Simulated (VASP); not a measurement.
ZnAu: single point with PBEsol

The system is ZnAu.

```
Zn Au
1.0
     3.14700    0.00000    0.00000
     0.00000    3.14700    0.00000
     0.00000    0.00000    3.14700
Zn Au
1 1
Direct
  0.50000 0.50000 0.50000
  0.00000 0.00000 0.00000
```

```
Program             : VASP 6.6.1
Task                : single point
Functional          : PBEsol
Potentials or basis : VASP PAW PBE potentials, release 64 (Zn, Au)
Cutoff              : 500 eV
k mesh              : 8 × 8 × 8
Occupations         : fermi-dirac, width 0.0272 eV
Spin                : no spin polarisation
```

| Quantity | Value |
| --- | --- |
| Pressure | -2.0 GPa |
| Band gap on the k mesh | zero (an odd number of electrons rules out a gap without spin polarisation) |

Levels at points of the mesh, in eV from the Fermi level:
| k point | band 8 | band 9 | band 10 | band 11 | band 12 | band 13 | band 14 | band 15 |
| --- | --- | --- | --- | --- | --- | --- | --- | --- |
| (0.00, 0.00, 0.00) | -5.21 | -3.52 | -3.52 | -3.52 | 5.15 | 5.15 | 5.15 | 9.02 |
| (0.50, 0.00, 0.00) | -5.27 | -4.71 | -4.71 | -3.68 | -2.17 | 10.61 | 11.30 | 11.30 |
| (0.50, 0.50, 0.00) | -3.86 | -3.86 | -2.93 | -1.82 | -1.82 | 1.01 | 2.70 | 10.56 |
| (0.50, 0.50, 0.50) | -6.24 | -2.88 | -2.88 | 1.57 | 3.74 | 3.92 | 3.92 | 3.92 |

Run time: 24 s on 1 thread of AMD EPYC 7R13 (shared host), peak memory 0.12 GiB.

Caveat: the PAW data sets were made with another functional, which shifts forces and pressure a little; spin-orbit coupling is left out, which moves the levels of the heavy elements.
